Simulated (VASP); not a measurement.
# C in VASP: further runs

Runs on C. Level: PBE. Tasks: single point, relaxation of cell and atoms.

Everything below comes from runs of VASP 6.6.1. Logs are shortened: lines on timing, memory, paths and dates and some standing lists are left out, and cuts for length are marked.

### Step 1. The cell of the first run

The structure is tetragonal, space group P-4m2 (No. 115). The conventional cell has a = 3.422 Å, b = 3.422 Å, c = 3.232 Å, α = 90.00°, β = 90.00°, γ = 90.00°. C (site symmetry m) has 5 C at 1.50 to 1.93 Å within 2.0 Å. Within 2.0 Å of C (site symmetry m) lie 5 C at 1.50 to 1.93 Å. Within 2.1 Å of C (site symmetry -4m2) lie 4 C at 1.54 Å.

### Step 2. Single point, PBE

Contents of INCAR:

```
PREC     = Accurate       # precision mode
ENCUT    = 520            # plane-wave cutoff, eV
EDIFF    = 1E-6           # SCF threshold, eV
ISMEAR   = 0              # smearing method
SIGMA    = 0.1            # smearing width, eV
LREAL    = False          # projectors in reciprocal space
LASPH    = True           # aspherical terms in the spheres
NELM     = 60             # most SCF steps
ALGO     = Normal         # electronic algorithm
ISIF     = 2              # what is computed and relaxed
LWAVE    = False          # write WAVECAR
LCHARG   = True           # write CHGCAR
GGA      = PE             # functional
LELF     = True           # ELF
LVHAR    = True         
NBANDS   = 31             # bands
```

Contents of KPOINTS:

```
regular mesh
0
Gamma
  4 4 2
```

Contents of POSCAR:

```
C
1.0
    0.0000000000      0.0000000000      3.2317068698
    3.4221012171      0.0000000000      0.0000000000
    0.0000000000      6.8442024342      0.0000000000
C
10
Direct
    0.6271862693      0.0000000000      0.1407547393
    0.6271862693      0.0000000000      0.6407547393
    0.3728137307      0.2815094786      0.0000000000
    0.3728137307      0.2815094786      0.5000000000
    0.3728137307      0.7184905214      0.0000000000
    0.3728137307      0.7184905214      0.5000000000
    0.6271862693      0.0000000000      0.3592452607
    0.6271862693      0.0000000000      0.8592452607
    0.0000000000      1.0000000000      0.0000000000
    0.0000000000      1.0000000000      0.5000000000
```

Potentials or basis: VASP PAW PBE potentials, release 64 (C).

Started as:

```console
$ cat potpaw_PBE.64/C/POTCAR > POTCAR
$ mpirun -np 1 vasp_std > vasp.out
```

OUTCAR:

```text
PREC = Accurate
   ENCUT = 520
   EDIFF = 1E-6
   ISMEAR = 0
   LREAL = False
   LASPH = True
   NELM = 60
   ISIF = 2
   GGA = PE

 ion  position               nearest neighbor table
   1  0.627  0.000  0.141-   7 1.50   9 1.54   3 1.59   5 1.59   8 1.93
   2  0.627  0.000  0.641-   8 1.50  10 1.54   4 1.59   6 1.59   7 1.93
   3  0.373  0.282  0.000-   5 1.50   9 1.54   8 1.59   1 1.59   5 1.93
   4  0.373  0.282  0.500-   6 1.50  10 1.54   7 1.59   2 1.59   6 1.93
   5  0.373  0.718  0.000-   3 1.50   9 1.54   8 1.59   1 1.59   3 1.93
   6  0.373  0.718  0.500-   4 1.50  10 1.54   7 1.59   2 1.59   4 1.93
   7  0.627  0.000  0.359-   1 1.50  10 1.54   6 1.59   4 1.59   2 1.93
   8  0.627  0.000  0.859-   2 1.50   9 1.54   5 1.59   3 1.59   1 1.93
   9  0.000  0.000  0.000-   1 1.54   3 1.54   5 1.54   8 1.54
  10  0.000  0.000  0.500-   2 1.54   4 1.54   6 1.54   7 1.54

  LATTYP: Found a simple orthorhombic cell.
 ALAT       =     3.2317068698
 B/A-ratio  =     1.0589144854
 C/A-ratio  =     2.1178289709

  Lattice vectors:

 A1 = (   0.0000000000,   0.0000000000,   3.2317068698)
 A2 = (   3.4221012171,   0.0000000000,   0.0000000000)
 A3 = (   0.0000000000,   6.8442024342,   0.0000000000)

Analysis of symmetry for initial positions (statically):
=====================================================================
 Subroutine PRICEL returns following result:

  LATTYP: Found a simple tetragonal cell.
 ALAT       =     3.4221012171
 C/A-ratio  =     0.9443633209

  Lattice vectors:

 A1 = (   3.4221012171,   0.0000000000,   0.0000000000)
 A2 = (   0.0000000000,   3.4221012171,   0.0000000000)
 A3 = (   0.0000000000,   0.0000000000,   3.2317068698)

   2 primitive cells build up your supercell.

 Routine SETGRP: Setting up the symmetry group for a
 simple orthorhombic supercell.

 Subroutine GETGRP returns: Found  4 space group operations
 (whereof  4 operations were pure point group operations)
 out of a pool of  8 trial point group operations.

The static configuration has the point symmetry C_2v.

Analysis of symmetry for dynamics (positions and initial velocities):
=====================================================================
 Subroutine PRICEL returns following result:

  LATTYP: Found a simple tetragonal cell.
 ALAT       =     3.4221012171
[... 120 lines left out ...]
   IBRION =     -1    ionic relax: 0-MD 1-quasi-New 2-CG
   NFREE  =      0    steps in history (QN), initial steepest desc. (CG)
   ISIF   =      2    stress and relaxation
   ISYM   =      2    0-nonsym 1-usesym 2-fastsym
   POTIM  = 0.5000    time-step for ionic-motion
   TEBEG  =    0.0;   TEEND  =   0.0 temperature during run
   PSTRESS=    0.0 pullay stress
   NELECT =      40.0000    total number of electrons
   NUPDOWN=      -1.0000    fix difference up-down
   EMIN   =  10.00;   EMAX   =-10.00  energy-range for DOS
   EFERMI =   0.00;   METHOD = LEGACY
   ISMEAR =     0;   SIGMA  =   0.10  broadening in eV -4-tet -1-fermi 0-gaus
   EFERMI_NEDOS =   21; number of points for ismear=-14 and -15
   IALGO  =     38    algorithm
   IMIX   =      4    mixing-type and parameters
     AMIX     =   0.40;   BMIX     =  1.00
     AMIX_MAG =   1.60;   BMIX_MAG =  1.00
  volume/ion in A,a.u.               =       7.57        51.08
  Fermi-wavevector in a.u.,A,eV,Ry     =   1.323566  2.501177 23.835053  1.751827
  Thomas-Fermi vector in A             =   2.453165
   LORBIT       =      0    0 simple, 1 ext, 2 COOP (PROOUT), +10 PAW based schemes
   GGA     = PE    functional components
   LHFCALC =     F    Hartree Fock is set to
   AEXX    =    0.0000 exact exchange contribution
   IVDW    =     0    specifies the selected vdW correction
   LEPSILON=     F    determine dielectric tensor
   LRPA    =     F    only Hartree local field effects (RPA)
 non-spin polarized calculation
 Gauss-broadening in eV      SIGMA  =   0.10
  energy-cutoff  :      520.00
  volume of cell :       75.69
 maximum number of plane-waves:      2064
   NGX = 13   NGY = 13   NGZ = 25

 number of electron      40.0000006 magnetization

 Free energy of the ion-electron system (eV)
  ---------------------------------------------------
  ext. energy  EPLUGINS =         0.00000000
  ---------------------------------------------------
  free energy    TOTEN  =       -83.95020207 eV

  energy without entropy =      -83.95020207  energy(sigma->0) =      -83.95020207

 E-fermi :   6.1793     XC(G=0): -11.1351

 val. band max:        5.7102895598   @ k =   0.5000   0.0000   0.0000
 cond. band min:       7.5438508781   @ k =   0.5000   0.5000   0.0000
 fundamental gap:      1.8335613182
 Fermi energy:         6.1793255155

 k-point     1 :       0.0000    0.0000    0.0000
  band No.  band energies     occupation
      1     -14.8721      2.00000
      2     -14.1791      2.00000
      3      -8.5916      2.00000
      4      -5.2987      2.00000
      5      -4.6656      2.00000
      6      -4.1029      2.00000
[... 601 lines left out ...]
     30      17.0045      0.00000
     31      17.4924      0.00000

------------------------ aborting loop because EDIFF is reached ----------------------------------------

  FORCE on cell =-STRESS in cart. coord.  units (eV):
  Direction    XX          YY          ZZ          XY          YZ          ZX
  --------------------------------------------------------------------------------------
  -------------------------------------------------------------------------------------
  Total        0.1696070      0.1687494      0.3022012      0.0000000      0.0000000      0.0000000
  in kB        3.5901020      3.5719485      6.3967453      0.0000000      0.0000000      0.0000000
  external PRESSURE =       4.5195986 kB  Pullay stress =       0.0000000 kB

 VOLUME and BASIS-vectors are now :
 -----------------------------------------------------------------------------
  energy-cutoff  :      520.00
  volume of cell :       75.69
      direct lattice vectors                 reciprocal lattice vectors
     0.000000000  0.000000000  3.231706870     0.000000000  0.000000000  0.309434005
     3.422101217  0.000000000  0.000000000     0.292218125  0.000000000  0.000000000
     0.000000000  6.844202434  0.000000000     0.000000000  0.146109062  0.000000000

 POSITION                                       TOTAL-FORCE (eV/Angst)
 -----------------------------------------------------------------------------------
      0.00000      0.96335      2.02688        -0.000000      0.054609      0.015718
      0.00000      4.38546      2.02688        -0.000000      0.054609      0.015718
      0.96335      0.00000      1.20482         0.054625     -0.000000     -0.015707
      0.96335      3.42210      1.20482         0.054625     -0.000000     -0.015707
      2.45875      0.00000      1.20482        -0.054625     -0.000000     -0.015707
      2.45875      3.42210      1.20482        -0.054625     -0.000000     -0.015707
      0.00000      2.45875      2.02688        -0.000000     -0.054609      0.015718
      0.00000      5.88085      2.02688        -0.000000     -0.054609      0.015718
      0.00000      0.00000      0.00000        -0.000000     -0.000000     -0.000023
      0.00000      3.42210      0.00000        -0.000000     -0.000000     -0.000023
 -----------------------------------------------------------------------------------
    total drift:                               -0.000000      0.000000      0.000067

  FREE ENERGIE OF THE ION-ELECTRON SYSTEM (eV)
  ---------------------------------------------------
  free  energy   TOTEN  =       -83.9502020659 eV

  energy  without entropy=      -83.9502020659  energy(sigma->0) =      -83.95020207
```

OSZICAR:

```text
N       E                     dE             d eps       ncg     rms          rms(c)
DAV:   1     0.127193050677E+03    0.12719E+03   -0.20899E+04  1116   0.123E+03
DAV:   2    -0.785497271588E+02   -0.20574E+03   -0.19766E+03  1415   0.249E+02
DAV:   3    -0.879725578551E+02   -0.94228E+01   -0.93537E+01  1456   0.508E+01
DAV:   4    -0.880976943103E+02   -0.12514E+00   -0.12493E+00  1544   0.637E+00
DAV:   5    -0.881003994713E+02   -0.27052E-02   -0.27047E-02  1484   0.890E-01    0.120E+01
DAV:   6    -0.848476624694E+02    0.32527E+01   -0.32440E+00  1383   0.826E+00    0.692E+00
DAV:   7    -0.839309728515E+02    0.91669E+00   -0.29032E+00  1422   0.788E+00    0.195E+00
DAV:   8    -0.839482155458E+02   -0.17243E-01   -0.20577E-01  1446   0.242E+00    0.304E-01
DAV:   9    -0.839492584651E+02   -0.10429E-02   -0.15295E-02  1395   0.672E-01    0.157E-01
DAV:  10    -0.839501129920E+02   -0.85453E-03   -0.21623E-03  1459   0.243E-01    0.395E-02
DAV:  11    -0.839501933332E+02   -0.80341E-04   -0.13227E-04  1381   0.657E-02    0.239E-02
DAV:  12    -0.839501955750E+02   -0.22418E-05   -0.26943E-05  1444   0.275E-02    0.126E-02
DAV:  13    -0.839502019952E+02   -0.64202E-05   -0.20472E-05  1319   0.241E-02    0.211E-03
DAV:  14    -0.839502020659E+02   -0.70678E-07   -0.46709E-07  1210   0.425E-03
   1 F= -.83950202E+02 E0= -.83950202E+02  d E =-.492068E-12
```

stdout:

```text
POSCAR found type information on POSCAR C
 POSCAR found :  1 types and      10 ions
 scaLAPACK will be used
 LDA part: xc-table for (Slater+PW92), standard interpolation
 POSCAR, INCAR and KPOINTS ok, starting setup
 FFT: planning ... GRIDC
 FFT: planning ... GRID_SOFT
 FFT: planning ... GRID
 WAVECAR not read
 entering main loop
```

Wall time 18 s (1 thread of Intel Xeon 6975P-C (Granite Rapids), shared host); peak memory 0.18 GiB.

What came out:

```yaml
Free_energy: -83.9502 eV
Pressure: 0.5 GPa
Largest_force: 0.057 eV/Å
Band_gap_on_the_k_mesh: 1.83 eV
```

Forces on the atoms (eV/Å):
```
C    0.000  0.055  0.016
C    0.000  0.055  0.016
C    0.055  0.000 -0.016
C    0.055  0.000 -0.016
C   -0.055  0.000 -0.016
C   -0.055  0.000 -0.016
C    0.000 -0.055  0.016
C    0.000 -0.055  0.016
C    0.000  0.000  0.000
C    0.000  0.000  0.000
```

Stress tensor (GPa, compression positive):
```
0.36 0.00 0.00
0.00 0.36 0.00
0.00 0.00 0.64
```

Caveat: the k points lie up to 0.49 Å⁻¹ apart.

[end of part 1 of 2]
